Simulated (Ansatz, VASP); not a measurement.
# Two plane-wave programs on Al2Cu

Contents of INCAR:

```
ALGO     = Normal         # electronic algorithm
EDIFF    = 1E-6           # SCF threshold, eV
ENCUT    = 520            # plane-wave cutoff, eV
GGA      = PS             # functional
ISIF     = 2              # what is computed and relaxed
ISMEAR   = 0              # smearing method
LASPH    = T              # aspherical terms in the spheres
LCHARG   = F              # write CHGCAR
LREAL    = F              # projectors in reciprocal space
LWAVE    = F              # write WAVECAR
NBANDS   = 16             # bands
NELM     = 60             # most SCF steps
PREC     = Accurate       # precision mode
SIGMA    = 0.1            # smearing width, eV
```

Contents of KPOINTS:

```
k-points
0
Gamma
  6 6 4
```

File POSCAR:

```
Al2Cu
1.0
    2.7941057263      0.0000000000      0.0000000000
    0.0000000000      2.7941057263      0.0000000000
    0.0000000000      0.0000000000      5.7221837736
Al Cu
2 1
Direct
    0.5000000000      0.5000000000      0.2832685589
    0.5000000000      0.5000000000      0.7167314411
    0.0000000000      0.0000000000      0.0000000000
```

Input for Ansatz:

```yaml
crystal:
  lattice:
    - [2.7941057263, 0.0, 0.0]
    - [0.0, 2.7941057263, 0.0]
    - [0.0, 0.0, 5.7221837736]
  atoms:
    - { symbol: Al, position: [0.5, 0.5, 0.2832685589] }
    - { symbol: Al, position: [0.5, 0.5, 0.7167314411] }
    - { symbol: Cu, position: [0.0, 0.0, 0.0] }
basis:
  ecutwfc: 420
kpoints:
  mp_grid: { grid: [6, 6, 4] }
hamiltonian:
  xc: pbesol
scf:
  occupations: { method: gaussian, width: 0.1 }
output:
  forces: true
  stress: true
  eigenvalues: true
```

Alike in both runs: task single point; functional PBEsol; k mesh 6 × 6 × 4; occupations gaussian, width 0.1 eV; no spin polarisation.

|  | VASP | Ansatz |
| --- | --- | --- |
| version | VASP 6.6.1 | Ansatz 0.2.0 |
| potentials or method | VASP PAW PBE potentials, release 64 (Al, Cu), cutoff 520 eV | scalar-relativistic, plane waves, PAW |
| valence electrons in the cell | 17 | 25 |

|  | VASP | Ansatz | Ansatz less VASP |
| --- | --- | --- | --- |
| gap on the k mesh at the Fermi level (eV) | none | none | - |
| pressure (GPa) | 2.7 | 2.3 | -0.35 |
| traceless stress, the component that is largest in VASP (GPa) | 0.86 | 0.86 | -0.007 |
| rms of the force components (eV/Å) | 0.291 | 0.295 | +0.0047 |

VASP's potentials were made for PBE, not for PBEsol. Atom by atom the forces differ by 0.005 eV/Å (rms over components). A gap of «none» marks a metal or a gap that the smearing closes. With one functional, cell and mesh, what is left measures potentials, basis and numerics. VASP's potentials hold 17 valence electrons a cell and Ansatz's 25, so a difference there can come from the potentials and not from the codes.

The k mesh is coarse, so the values compare programs but aren't converged.
